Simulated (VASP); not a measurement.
# Pd (P6/mmm) in VASP: a series of runs, part 2 of 2

VASP 6.6.1. The steps go on from the part before.

## Step 3: Single point, LDA, collinear spin (12.72 Å³/atom)

This run uses another cell than the first one, of 12.72 Å³/atom.

Contents of INCAR:

```
  ALGO = Normal
  EDIFF = 1E-6
  ENCUT = 520
  ISIF = 2
  ISMEAR = -1
  ISPIN = 2
  LASPH = T
  LCHARG = F
  LMAXMIX = 4
  LORBIT = 11
  LREAL = F
  LWAVE = F
  MAGMOM = 0.5 0.5 0.5
  NBANDS = 26
  NELM = 150
  PREC = Accurate
  SIGMA = 0.05
```

Contents of KPOINTS:

```
k-points
0
Gamma
  9 9 14
```

Contents of POSCAR:

```
Pd
1.0
    4.2028053109      0.0000000000      0.0000000000
   -2.1014026555      3.6397361664      0.0000000000
    0.0000000000      0.0000000000      2.4937707040
Pd
3
Direct
    0.0000000000      1.0000000000      0.0000000000
    0.3333333333      0.6666666667      0.5000000000
    0.6666666667      0.3333333333      0.5000000000
```

Potentials or basis: VASP PAW LDA potentials, release 64 (Pd).

On the command line:

```sh
$ cat potpaw_LDA.64/Pd/POTCAR > POTCAR
$ mpirun -np 1 vasp_std > vasp.out
```

OUTCAR:

```text
EDIFF = 1E-6
   ENCUT = 520
   ISIF = 2
   ISMEAR = -1
   ISPIN = 2
   LASPH = T
   LORBIT = 11
   LREAL = F
   NELM = 150
   PREC = Accurate

 ion  position               nearest neighbor table
   1  0.000  0.000  0.000-   2 2.73   3 2.73   2 2.73   3 2.73   3 2.73   3 2.73   2 2.73   2 2.73
                             3 2.73   3 2.73   2 2.73   2 2.73
   2  0.333  0.667  0.500-   3 2.43   3 2.43   3 2.43   1 2.73   1 2.73   1 2.73   1 2.73   1 2.73
                             1 2.73
   3  0.667  0.333  0.500-   2 2.43   2 2.43   2 2.43   1 2.73   1 2.73   1 2.73   1 2.73   1 2.73
                             1 2.73

  LATTYP: Found a hexagonal cell.
 ALAT       =     4.2028053109
 C/A-ratio  =     0.5933586068

  Lattice vectors:

 A1 = (   4.2028053109,   0.0000000000,   0.0000000000)
 A2 = (  -2.1014026555,   3.6397361664,   0.0000000000)
 A3 = (   0.0000000000,   0.0000000000,   2.4937707040)

Analysis of symmetry for initial positions (statically):
=====================================================================
 Subroutine PRICEL returns:
 Original cell was already a primitive cell.

 Routine SETGRP: Setting up the symmetry group for a
 hexagonal supercell.

 Subroutine GETGRP returns: Found 24 space group operations
 (whereof 24 operations were pure point group operations)
 out of a pool of 24 trial point group operations.

The static configuration has the point symmetry D_6h.

Analysis of symmetry for dynamics (positions and initial velocities):
=====================================================================
 Subroutine PRICEL returns:
 Original cell was already a primitive cell.

 Routine SETGRP: Setting up the symmetry group for a
 hexagonal supercell.

 Subroutine GETGRP returns: Found 24 space group operations
 (whereof 24 operations were pure point group operations)
 out of a pool of 24 trial point group operations.

The dynamic configuration has the point symmetry D_6h.

Analysis of structural, dynamic, and magnetic symmetry:
=====================================================================
 Subroutine PRICEL returns:
 Original cell was already a primitive cell.

 Routine SETGRP: Setting up the symmetry group for a
 hexagonal supercell.

 Subroutine GETGRP returns: Found 24 space group operations
 (whereof 24 operations were pure point group operations)
 out of a pool of 24 trial point group operations.

The overall configuration has the point symmetry D_6h.

 Subroutine INISYM returns: Found 24 space group operations
 (whereof 24 operations are pure point group operations),
 and found     1 'primitive' translations

----------------------------------------------------------------------------------------

                                     Primitive cell

  volume of cell :      38.1475

  direct lattice vectors                    reciprocal lattice vectors
     4.202805311  0.000000000  0.000000000     0.237936313  0.137372594  0.000000000
    -2.101402655  3.639736166  0.000000000     0.000000000  0.274745189  0.000000000
     0.000000000  0.000000000  2.493770704     0.000000000  0.000000000  0.400999177

  length of vectors
[... 73 lines left out ...]
   NGXF,Y,Z  is equivalent  to a cutoff of  25.32, 25.32, 26.67 a.u.
 SYSTEM =  unknown system
   PREC   = accura    normal or accurate (medium, high low for compatibility)
   ISTART =      0    job   : 0-new  1-cont  2-samecut
   ICHARG =      2    charge: 1-file 2-atom 10-const
   ISPIN  =      2    spin polarized calculation?
   LNONCOLLINEAR =      F non collinear calculations
   LSORBIT =      F    spin-orbit coupling
   LASPH  =      T    aspherical Exc in radial PAW
   ENCUT  =  520.0 eV  38.22 Ry    6.18 a.u.   7.81  7.81  4.64*2*pi/ulx,y,z
   NELM   =    150;   NELMIN=  2; NELMDL= -5     # of ELM steps
   EDIFF  = 0.1E-05   stopping-criterion for ELM
   LREAL  =      F    real-space projection
   EDIFFG = 0.1E-04   stopping-criterion for IOM
   NSW    =      0    number of steps for IOM
   IBRION =     -1    ionic relax: 0-MD 1-quasi-New 2-CG
   NFREE  =      0    steps in history (QN), initial steepest desc. (CG)
   ISIF   =      2    stress and relaxation
   ISYM   =      2    0-nonsym 1-usesym 2-fastsym
   POTIM  = 0.5000    time-step for ionic-motion
   TEBEG  =    0.0;   TEEND  =   0.0 temperature during run
   PSTRESS=    0.0 pullay stress
   NELECT =      30.0000    total number of electrons
   NUPDOWN=      -1.0000    fix difference up-down
   EMIN   =  10.00;   EMAX   =-10.00  energy-range for DOS
   EFERMI =   0.00;   METHOD = LEGACY
   ISMEAR =    -1;   SIGMA  =   0.05  broadening in eV -4-tet -1-fermi 0-gaus
   EFERMI_NEDOS =   21; number of points for ismear=-14 and -15
   IALGO  =     38    algorithm
   IMIX   =      4    mixing-type and parameters
     AMIX     =   0.40;   BMIX     =  1.00
     AMIX_MAG =   1.60;   BMIX_MAG =  1.00
  volume/ion in A,a.u.               =      12.72        85.81
  Fermi-wavevector in a.u.,A,eV,Ry     =   1.511101  2.855566 31.067880  2.283425
  Thomas-Fermi vector in A             =   2.621202
   LORBIT       =     11    0 simple, 1 ext, 2 COOP (PROOUT), +10 PAW based schemes
   GGA     = CA    functional components
   LHFCALC =     F    Hartree Fock is set to
   AEXX    =    0.0000 exact exchange contribution
   IVDW    =     0    specifies the selected vdW correction
   LEPSILON=     F    determine dielectric tensor
   LRPA    =     F    only Hartree local field effects (RPA)
 spin polarized calculation
  energy-cutoff  :      520.00
  volume of cell :       38.15
 maximum number of plane-waves:      1046
 NGX is ok and might be reduce to    32
   NGX = 15   NGY = 15   NGZ =  9

 number of electron      29.9999999 magnetization       0.0016955

 number of electron      29.9999999 magnetization      -0.0010638

 Free energy of the ion-electron system (eV)
  ---------------------------------------------------
  ext. energy  EPLUGINS =         0.00000000
  ---------------------------------------------------
  free energy    TOTEN  =       -18.54881653 eV

  energy without entropy =      -18.50420981  energy(sigma->0) =      -18.52651317

 E-fermi :  12.3631     XC(G=0): -14.4283

 val. band max:       12.3569782602   @ k =   0.0000   0.0000   0.1429
 cond. band min:      12.3693915257   @ k =   0.2222   0.1111   0.0714
 fundamental gap:      0.0124132654
 Fermi energy:        12.3630883957

 spin component 1

 k-point     1 :       0.0000    0.0000    0.0000
  band No.  band energies     occupation
      1       3.9281      1.00000
      2       5.7508      1.00000
      3       7.7280      1.00000
      4       8.1824      1.00000
      5       8.2072      1.00000
      6       8.2072      1.00000
[... 685 lines left out ...]
     25      32.1886      0.00000
     26      33.6689      0.00000

 [... further k-points ...]

 spin component 2

 k-point     1 :       0.0000    0.0000    0.0000
  band No.  band energies     occupation
      1       3.9281      1.00000
      2       5.7508      1.00000
      3       7.7280      1.00000
      4       8.1824      1.00000
      5       8.2071      1.00000
      6       8.2071      1.00000
[... 685 lines left out ...]
     25      32.1885      0.00000
     26      33.6689      0.00000

 [... further k-points ...]
[... 5 lines left out ...]
  --------------------------------------------------------------------------------------
  -------------------------------------------------------------------------------------
  Total        9.2284696      9.2284696      9.6136021     -0.0000000      0.0000000      0.0000000
  in kB      387.5917927    387.5917927    403.7671934     -0.0000000      0.0000000      0.0000000
  external PRESSURE =     392.9835929 kB  Pullay stress =       0.0000000 kB

 VOLUME and BASIS-vectors are now :
 -----------------------------------------------------------------------------
  energy-cutoff  :      520.00
  volume of cell :       38.15
      direct lattice vectors                 reciprocal lattice vectors
     4.202805311  0.000000000  0.000000000     0.237936313  0.137372594  0.000000000
    -2.101402655  3.639736166  0.000000000     0.000000000  0.274745189  0.000000000
     0.000000000  0.000000000  2.493770704     0.000000000  0.000000000  0.400999177

 POSITION                                       TOTAL-FORCE (eV/Angst)
 -----------------------------------------------------------------------------------
      0.00000      0.00000      0.00000        -0.000000      0.000000      0.000000
     -0.00000      2.42649      1.24689         0.000000     -0.000000      0.000000
      2.10140      1.21325      1.24689        -0.000000      0.000000      0.000000
 -----------------------------------------------------------------------------------
    total drift:                               -0.000000      0.000000      0.000000

  FREE ENERGIE OF THE ION-ELECTRON SYSTEM (eV)
  ---------------------------------------------------
  free  energy   TOTEN  =       -18.5488165332 eV

  energy  without entropy=      -18.5042098139  energy(sigma->0) =      -18.52651317

 total charge

# of ion       s       p       d       tot
------------------------------------------
    1        0.552   0.622   8.598   9.772
    2        0.596   0.677   8.625   9.897
    3        0.596   0.677   8.625   9.897
--------------------------------------------------
tot          1.744   1.975  25.847  29.566

 magnetization (x)

# of ion       s       p       d       tot
------------------------------------------
    1       -0.000   0.000  -0.000  -0.000
    2       -0.000  -0.000  -0.000  -0.000
    3       -0.000  -0.000  -0.000  -0.000
--------------------------------------------------
tot         -0.000  -0.000  -0.000  -0.000
```

OSZICAR:

```text
N       E                     dE             d eps       ncg     rms          rms(c)
DAV:   1     0.197200250716E+03    0.19720E+03   -0.14487E+04  9984   0.113E+03
DAV:   2    -0.144021085788E+02   -0.21160E+03   -0.19704E+03 10554   0.286E+02
DAV:   3    -0.194664135064E+02   -0.50643E+01   -0.50014E+01 11774   0.488E+01
DAV:   4    -0.195081107204E+02   -0.41697E-01   -0.41688E-01 11794   0.433E+00
DAV:   5    -0.195087558523E+02   -0.64513E-03   -0.64511E-03 11968   0.569E-01    0.224E+01
DAV:   6    -0.186576070383E+02    0.85115E+00   -0.14286E+00 10902   0.104E+01    0.113E+01
DAV:   7    -0.186099806890E+02    0.47626E-01   -0.30071E-01 11220   0.490E+00    0.496E+00
DAV:   8    -0.185929909857E+02    0.16990E-01   -0.53611E-01 10544   0.725E+00    0.340E+00
DAV:   9    -0.185490836188E+02    0.43907E-01   -0.13277E-01 10432   0.368E+00    0.981E-01
DAV:  10    -0.185487660364E+02    0.31758E-03   -0.32139E-03 11274   0.498E-01    0.116E-01
DAV:  11    -0.185488001704E+02   -0.34134E-04   -0.12231E-04 12224   0.905E-02    0.594E-02
DAV:  12    -0.185488171679E+02   -0.16998E-04   -0.19078E-05 11552   0.340E-02    0.265E-02
DAV:  13    -0.185488165332E+02    0.63471E-06   -0.24133E-06  8446   0.136E-02
   1 F= -.18548817E+02 E0= -.18526513E+02  d E =-.446067E-01  mag=     0.0004
```

It took 82 s on 1 thread of AMD EPYC 9R45 (Zen 5), shared host; peak memory 0.21 GiB.

What came out:

```
Free energy                                           : -18.5488 eV
Pressure                                              : 39.3 GPa
Band gap on the k mesh                                : zero (filled and empty bands overlap)
Net moment                                            : 0.00 μB per cell
Valence electrons inside the program's atomic spheres : Pd 9.77, 9.90 (each value once)
```

Caveat: the cell stands under pressure.

## Step 4: Single point, LDA, collinear spin (13.29 Å³/atom)

This run uses another cell than the first one, of 13.29 Å³/atom.

Contents of INCAR:

```
SYSTEM = Pd
PREC = Accurate ; ENCUT = 520
EDIFF = 1E-6 ; ISMEAR = -1
SIGMA = 0.05 ; LREAL = .False.
LASPH = .True. ; NELM = 150
ALGO = Normal ; ISIF = 2
LWAVE = .False. ; LCHARG = .False.
ISPIN = 2 ; MAGMOM = 0.5 0.5 0.5
LORBIT = 11 ; LMAXMIX = 4
NBANDS = 26
```

Contents of KPOINTS:

```
regular mesh
0
Gamma
  9 9 14
  0 0 0
```

Contents of POSCAR:

```
Pd
1.0
    4.2655429978      0.0000000000      0.0000000000
   -2.1327714989      3.6940685970      0.0000000000
    0.0000000000      0.0000000000      2.5309966505
Pd
3
Direct
    0.0000000000      1.0000000000      0.0000000000
    0.3333333333      0.6666666667      0.5000000000
    0.6666666667      0.3333333333      0.5000000000
```

On the command line:

```sh
$ cat potpaw_LDA.64/Pd/POTCAR > POTCAR
$ mpirun -np 1 vasp_std > vasp.out
```

Wall time 81 s (1 thread of AMD EPYC 9R45 (Zen 5), shared host); peak memory 0.21 GiB.

The run converged. Its results:

- Free energy: -18.8832 eV
- Pressure: 22.9 GPa
- Band gap on the k mesh: zero (filled and empty bands overlap)
- Net moment: 0.00 μB per cell
- Valence electrons inside the program's atomic spheres: Pd 9.65, 9.77 (each value once)

Stress tensor (GPa, compression positive):
```
22.46  0.00  0.00
 0.00 22.46  0.00
 0.00  0.00 23.81
```

Levels at points of the mesh, in eV from the Fermi level:
Spin up:
```
           k point  band 13  band 14  band 15  band 16  band 17  band 18
(0.00, 0.00, 0.00)    -1.75    -1.75     0.24     0.24     8.12     8.12
(0.00, 0.00, 0.50)    -0.20    -0.20     0.98     2.74     3.69     9.92
```
Spin down:
| k point | band 11 | band 12 | band 13 | band 14 | band 15 | band 16 | band 17 | band 18 | band 19 | band 20 |
| --- | --- | --- | --- | --- | --- | --- | --- | --- | --- | --- |
| (0.00, 0.00, 0.00) | -1.87 | -1.87 | -1.75 | -1.75 | 0.24 | 0.24 | 8.12 | 8.12 | 8.12 | 8.12 |
| (0.00, 0.00, 0.50) | -0.58 | -0.58 | -0.20 | -0.20 | 0.98 | 2.74 | 3.69 | 9.92 | 10.67 | 10.67 |

Caveat: the cell stands under pressure.

## Step 5: Summary

| cell | k mesh | gap on the mesh (eV) | pressure (GPa) | moment (μB) |
| --- | --- | --- | --- | --- |
| a = 4.386, b = 4.386, c = 2.602 Å, angles 90.0, 90.0, 120.0°, 3 atoms | 8 × 8 × 12 | none | 0.1 | 0.00 |
| a = 4.203, b = 4.203, c = 2.494 Å, angles 90.0, 90.0, 120.0°, 3 atoms | 9 × 9 × 14 | none | 39.3 | 0.00 |
| a = 4.266, b = 4.266, c = 2.531 Å, angles 90.0, 90.0, 120.0°, 3 atoms | 9 × 9 × 14 | none | 22.9 | 0.00 |

Alike in all rows: task single point; level LDA; potentials or basis VASP PAW LDA potentials, release 64 (Pd); spin collinear; cutoff (eV) 520; smearing fermi-dirac 0.05 eV.

Caveats: the cell stands under pressure (at least some runs).

Total energies depend on the potentials used, so only differences within one code and one set of settings carry meaning.
